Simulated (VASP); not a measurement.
# La (Pm-3n) in VASP: single point with revPBE

Aim: the single point of La with revPBE.

Everything below comes from runs of VASP 6.6.1. Logs are shortened: lines on timing, memory, paths and dates and some standing lists are left out, and cuts for length are marked.

### 1 The cell of the first run

Symmetry: Pm-3n, No. 223, cubic system. Conventional cell: a = 6.742 Å, b = 6.742 Å, c = 6.742 Å, α = 90.00°, β = 90.00°, γ = 90.00°. Within 4.9 Å of La (site symmetry m-3) lie 12 La at 3.77 Å. La (site symmetry -4m2) has 14 La at 3.37 to 4.13 Å within 4.4 Å.

### 2 Single point, revPBE

File INCAR:

```
PREC = Accurate
ENCUT = 520
EDIFF = 1E-6
ISMEAR = -1
SIGMA = 0.1
LREAL = F
LASPH = T
NELM = 60
ALGO = Normal
ISIF = 2
LWAVE = F
LCHARG = F
GGA = RE
NBANDS = 54
```

File KPOINTS:

```
regular mesh
0
Gamma
  5 5 5
```

File POSCAR:

```
La
1.0
    6.7417536910      0.0000000000      0.0000000000
    0.0000000000      6.7417536910      0.0000000000
    0.0000000000      0.0000000000      6.7417536910
La
8
Direct
    1.0000000000      1.0000000000      0.0000000000
    0.5000000000      0.5000000000      0.5000000000
    0.2500000000      0.0000000000      0.5000000000
    0.7500000000      0.0000000000      0.5000000000
    0.5000000000      0.2500000000      1.0000000000
    0.5000000000      0.7500000000      1.0000000000
    0.0000000000      0.5000000000      0.2500000000
    0.0000000000      0.5000000000      0.7500000000
```

Potentials or basis: VASP PAW PBE potentials, release 64 (La).

On the command line:

```bash
> cat potpaw_PBE.64/La/POTCAR > POTCAR
> mpirun -np 1 vasp_std > vasp.out
```

OUTCAR:

```text
PREC = Accurate
   ENCUT = 520
   EDIFF = 1E-6
   ISMEAR = -1
   LREAL = F
   LASPH = T
   NELM = 60
   ISIF = 2
   GGA = RE

 ion  position               nearest neighbor table
   1  0.000  0.000  0.000-
   2  0.500  0.500  0.500-
   3  0.250  0.000  0.500-   4 3.37   4 3.37
   4  0.750  0.000  0.500-   3 3.37   3 3.37
   5  0.500  0.250  0.000-   6 3.37   6 3.37
   6  0.500  0.750  0.000-   5 3.37   5 3.37
   7  0.000  0.500  0.250-   8 3.37   8 3.37
   8  0.000  0.500  0.750-   7 3.37   7 3.37

  LATTYP: Found a simple cubic cell.
 ALAT       =     6.7417536910

  Lattice vectors:

 A1 = (   6.7417536910,   0.0000000000,   0.0000000000)
 A2 = (   0.0000000000,   6.7417536910,   0.0000000000)
 A3 = (   0.0000000000,   0.0000000000,   6.7417536910)

Analysis of symmetry for initial positions (statically):
=====================================================================
 Subroutine PRICEL returns:
 Original cell was already a primitive cell.

 Routine SETGRP: Setting up the symmetry group for a
 simple cubic supercell.

 Subroutine GETGRP returns: Found 48 space group operations
 (whereof 24 operations were pure point group operations)
 out of a pool of 48 trial point group operations.

The static configuration has the point symmetry T_h .
 The point group associated with its full space group is O_h .

Analysis of symmetry for dynamics (positions and initial velocities):
=====================================================================
 Subroutine PRICEL returns:
 Original cell was already a primitive cell.

 Routine SETGRP: Setting up the symmetry group for a
 simple cubic supercell.

 Subroutine GETGRP returns: Found 48 space group operations
 (whereof 24 operations were pure point group operations)
 out of a pool of 48 trial point group operations.

The dynamic configuration has the point symmetry T_h .
 The point group associated with its full space group is O_h .

 Subroutine INISYM returns: Found 48 space group operations
 (whereof 24 operations are pure point group operations),
 and found     1 'primitive' translations

----------------------------------------------------------------------------------------

                                     Primitive cell

  volume of cell :     306.4211

  direct lattice vectors                    reciprocal lattice vectors
     6.741753691  0.000000000  0.000000000     0.148329358  0.000000000  0.000000000
     0.000000000  6.741753691  0.000000000     0.000000000  0.148329358  0.000000000
     0.000000000  0.000000000  6.741753691     0.000000000  0.000000000  0.148329358

  length of vectors
     6.741753691  6.741753691  6.741753691     0.148329358  0.148329358  0.148329358

  position of ions in fractional coordinates (direct lattice)
     0.000000000  0.000000000  0.000000000
     0.500000000  0.500000000  0.500000000
     0.250000000  0.000000000  0.500000000
     0.750000000  0.000000000  0.500000000
     0.500000000  0.250000000  0.000000000
     0.500000000  0.750000000  0.000000000
     0.000000000  0.500000000  0.250000000
     0.000000000  0.500000000  0.750000000

  ion indices of the primitive-cell ions
   primitive index   ion index
                 1           1
                 2           2
                 3           3
                 4           4
                 5           5
                 6           6
                 7           7
                 8           8

----------------------------------------------------------------------------------------

 KPOINTS: regular mesh

Automatic generation of k-mesh.
 Grid dimensions read from file:
 generate k-points for:    5    5    5

 Generating k-lattice:

  Cartesian coordinates                     Fractional coordinates (reciprocal lattice)
     0.029665872  0.000000000  0.000000000     0.200000000  0.000000000  0.000000000
     0.000000000  0.029665872  0.000000000     0.000000000  0.200000000  0.000000000
     0.000000000  0.000000000  0.029665872     0.000000000  0.000000000  0.200000000

  Length of vectors
     0.029665872  0.029665872  0.029665872

  Shift w.r.t. Gamma in fractional coordinates (k-lattice)
     0.000000000  0.000000000  0.000000000

 Subroutine IBZKPT returns following result:
 ===========================================

 Found     10 irreducible k-points:

 Following reciprocal coordinates:
            Coordinates               Weight
  0.000000  0.000000  0.000000      1.000000
  0.200000  0.000000  0.000000      6.000000
  0.400000  0.000000  0.000000      6.000000
  0.200000  0.200000  0.000000     12.000000
  0.400000  0.200000  0.000000     24.000000
  0.400000  0.400000  0.000000     12.000000
  0.200000  0.200000  0.200000      8.000000
  0.400000  0.200000  0.200000     24.000000
  0.400000  0.400000  0.200000     24.000000
  0.400000  0.400000  0.400000      8.000000
   k-points           NKPTS =     10   k-points in BZ     NKDIM =     10   number of bands    NBANDS=     54
   number of dos      NEDOS =    301   number of ions     NIONS =      8
   total plane-waves  NPLWV = 125000
   dimension x,y,z NGX =    50 NGY =   50 NGZ =   50
   dimension x,y,z NGXF=   100 NGYF=  100 NGZF=  100
   ions per type =               8
   NGX,Y,Z   is equivalent  to a cutoff of  12.33, 12.33, 12.33 a.u.
   NGXF,Y,Z  is equivalent  to a cutoff of  24.66, 24.66, 24.66 a.u.
 SYSTEM =  unknown system
   PREC   = accura    normal or accurate (medium, high low for compatibility)
   ISTART =      0    job   : 0-new  1-cont  2-samecut
   ICHARG =      2    charge: 1-file 2-atom 10-const
   ISPIN  =      1    spin polarized calculation?
   LNONCOLLINEAR =      F non collinear calculations
   LSORBIT =      F    spin-orbit coupling
   LASPH  =      T    aspherical Exc in radial PAW
   ENCUT  =  520.0 eV  38.22 Ry    6.18 a.u.  12.54 12.54 12.54*2*pi/ulx,y,z
   NELM   =     60;   NELMIN=  2; NELMDL= -5     # of ELM steps
   EDIFF  = 0.1E-05   stopping-criterion for ELM
   LREAL  =      F    real-space projection
   EDIFFG = 0.1E-04   stopping-criterion for IOM
   NSW    =      0    number of steps for IOM
   IBRION =     -1    ionic relax: 0-MD 1-quasi-New 2-CG
   NFREE  =      0    steps in history (QN), initial steepest desc. (CG)
   ISIF   =      2    stress and relaxation
   ISYM   =      2    0-nonsym 1-usesym 2-fastsym
   POTIM  = 0.5000    time-step for ionic-motion
   TEBEG  =    0.0;   TEEND  =   0.0 temperature during run
   PSTRESS=    0.0 pullay stress
   NELECT =      88.0000    total number of electrons
   NUPDOWN=      -1.0000    fix difference up-down
   EMIN   =  10.00;   EMAX   =-10.00  energy-range for DOS
   EFERMI =   0.00;   METHOD = LEGACY
   ISMEAR =    -1;   SIGMA  =   0.10  broadening in eV -4-tet -1-fermi 0-gaus
   EFERMI_NEDOS =   21; number of points for ismear=-14 and -15
   IALGO  =     38    algorithm
   IMIX   =      4    mixing-type and parameters
     AMIX     =   0.40;   BMIX     =  1.00
     AMIX_MAG =   1.60;   BMIX_MAG =  1.00
  volume/ion in A,a.u.               =      38.30       258.48
  Fermi-wavevector in a.u.,A,eV,Ry     =   1.080097  2.041088 15.872692  1.166610
  Thomas-Fermi vector in A             =   2.216079
   LORBIT       =      0    0 simple, 1 ext, 2 COOP (PROOUT), +10 PAW based schemes
   GGA     = RE    functional components
   LHFCALC =     F    Hartree Fock is set to
   AEXX    =    0.0000 exact exchange contribution
   IVDW    =     0    specifies the selected vdW correction
   LEPSILON=     F    determine dielectric tensor
   LRPA    =     F    only Hartree local field effects (RPA)
 non-spin polarized calculation
  energy-cutoff  :      520.00
  volume of cell :      306.42
 maximum number of plane-waves:      8289
 NGX is ok and might be reduce to    50
   NGX = 25   NGY = 25   NGZ = 25

 number of electron      87.9999990 magnetization

 Free energy of the ion-electron system (eV)
  ---------------------------------------------------
  ext. energy  EPLUGINS =         0.00000000
  ---------------------------------------------------
  free energy    TOTEN  =       -36.10245334 eV

  energy without entropy =      -35.50801554  energy(sigma->0) =      -35.80523444

 E-fermi :   7.6020     XC(G=0):  -9.3571

 val. band max:        7.6009723302   @ k =   0.2000   0.2000   0.0000
 cond. band min:       7.6194647245   @ k =   0.4000   0.4000   0.2000
 fundamental gap:      0.0184923943
 Fermi energy:         7.6020452667

 k-point     1 :       0.0000    0.0000    0.0000
  band No.  band energies     occupation
      1     -25.2746      2.00000
      2     -25.1580      2.00000
      3     -25.1580      2.00000
      4     -25.0857      2.00000
      5     -25.0278      2.00000
      6     -24.9761      2.00000
[... 46 lines left out ...]
     53       8.5992      0.00009
     54       8.5997      0.00009

 k-point     2 :       0.2000    0.0000    0.0000
  band No.  band energies     occupation
      1     -25.2605      2.00000
      2     -25.1635      2.00000
      3     -25.1455      2.00000
      4     -25.0883      2.00000
      5     -25.0323      2.00000
      6     -24.9918      2.00000
[... 46 lines left out ...]
     53       8.6318      0.00007
     54       8.7503      0.00002

 k-point     3 :       0.4000    0.0000    0.0000
  band No.  band energies     occupation
      1     -25.2252      2.00000
      2     -25.1867      2.00000
      3     -25.1147      2.00000
      4     -25.0926      2.00000
      5     -25.0396      2.00000
      6     -25.0258      2.00000
[... 46 lines left out ...]
     53       8.7034      0.00003
     54       8.7405      0.00002

 k-point     4 :       0.2000    0.2000    0.0000
  band No.  band energies     occupation
      1     -25.2466      2.00000
      2     -25.1579      2.00000
      3     -25.1428      2.00000
      4     -25.0902      2.00000
      5     -25.0371      2.00000
      6     -24.9973      2.00000
[... 46 lines left out ...]
     53       8.6452      0.00006
     54       8.7442      0.00002

 k-point     5 :       0.4000    0.2000    0.0000
  band No.  band energies     occupation
      1     -25.2126      2.00000
      2     -25.1747      2.00000
      3     -25.1164      2.00000
      4     -25.0904      2.00000
      5     -25.0471      2.00000
      6     -25.0295      2.00000
[... 46 lines left out ...]
     53       8.7115      0.00003
     54       8.7283      0.00003

 k-point     6 :       0.4000    0.4000    0.0000
  band No.  band energies     occupation
      1     -25.1879      2.00000
      2     -25.1461      2.00000
      3     -25.1261      2.00000
      4     -25.0740      2.00000
      5     -25.0739      2.00000
      6     -25.0346      2.00000
[... 46 lines left out ...]
     53       8.5390      0.00017
     54       8.5714      0.00012

 k-point     7 :       0.2000    0.2000    0.2000
  band No.  band energies     occupation
      1     -25.2327      2.00000
      2     -25.1452      2.00000
      3     -25.1452      2.00000
      4     -25.0929      2.00000
      5     -25.0414      2.00000
      6     -24.9972      2.00000
[... 46 lines left out ...]
     53       8.5859      0.00011
     54       8.5867      0.00011

 k-point     8 :       0.4000    0.2000    0.2000
  band No.  band energies     occupation
      1     -25.1988      2.00000
      2     -25.1635      2.00000
      3     -25.1128      2.00000
      4     -25.0934      2.00000
      5     -25.0505      2.00000
      6     -25.0347      2.00000
[... 46 lines left out ...]
     53       8.6178      0.00008
     54       8.6623      0.00005

 k-point     9 :       0.4000    0.4000    0.2000
  band No.  band energies     occupation
      1     -25.1709      2.00000
      2     -25.1368      2.00000
      3     -25.1187      2.00000
      4     -25.0806      2.00000
      5     -25.0710      2.00000
      6     -25.0415      2.00000
[... 46 lines left out ...]
     53       8.4137      0.00060
     54       8.7555      0.00002

 k-point    10 :       0.4000    0.4000    0.4000
  band No.  band energies     occupation
      1     -25.1333      2.00000
      2     -25.1066      2.00000
      3     -25.1066      2.00000
      4     -25.0934      2.00000
      5     -25.0713      2.00000
      6     -25.0494      2.00000
[... 46 lines left out ...]
     53       8.3748      0.00088
     54       8.9353      0.00000

------------------------ aborting loop because EDIFF is reached ----------------------------------------

  FORCE on cell =-STRESS in cart. coord.  units (eV):
  Direction    XX          YY          ZZ          XY          YZ          ZX
  --------------------------------------------------------------------------------------
  -------------------------------------------------------------------------------------
  Total        0.0430405      0.0430405      0.0430405      0.0000000      0.0000000     -0.0000000
  in kB        0.2250449      0.2250449      0.2250449      0.0000000      0.0000000     -0.0000000
  external PRESSURE =       0.2250449 kB  Pullay stress =       0.0000000 kB

 VOLUME and BASIS-vectors are now :
 -----------------------------------------------------------------------------
  energy-cutoff  :      520.00
  volume of cell :      306.42
      direct lattice vectors                 reciprocal lattice vectors
     6.741753691  0.000000000  0.000000000     0.148329358  0.000000000  0.000000000
     0.000000000  6.741753691  0.000000000     0.000000000  0.148329358  0.000000000
     0.000000000  0.000000000  6.741753691     0.000000000  0.000000000  0.148329358

 POSITION                                       TOTAL-FORCE (eV/Angst)
 -----------------------------------------------------------------------------------
      0.00000      0.00000      0.00000         0.000000      0.000000      0.000000
      3.37088      3.37088      3.37088         0.000000      0.000000      0.000000
      1.68544      0.00000      3.37088         0.000000      0.000000      0.000000
      5.05632      0.00000      3.37088        -0.000000      0.000000     -0.000000
      3.37088      1.68544      0.00000         0.000000     -0.000000     -0.000000
      3.37088      5.05632      0.00000         0.000000      0.000000     -0.000000
      0.00000      3.37088      1.68544        -0.000000     -0.000000     -0.000000
      0.00000      3.37088      5.05632         0.000000     -0.000000      0.000000
 -----------------------------------------------------------------------------------
    total drift:                                0.000000     -0.000000     -0.000000

  FREE ENERGIE OF THE ION-ELECTRON SYSTEM (eV)
  ---------------------------------------------------
  free  energy   TOTEN  =       -36.1024533418 eV

  energy  without entropy=      -35.5080155428  energy(sigma->0) =      -35.80523444
```

Run time: 8.2 min. Hardware: 1 thread of AMD EPYC, shared host; peak memory 0.37 GiB.

What came out:

```
Free energy            : -36.1025 eV
Pressure               : 0.0 GPa
Band gap on the k mesh : zero (bands 44 and 45 overlap by 0.07 eV)
```

Caveat: the PAW data sets were made with another functional, which shifts forces and pressure a little; spin-orbit coupling is left out, which moves the levels of the heavy elements.
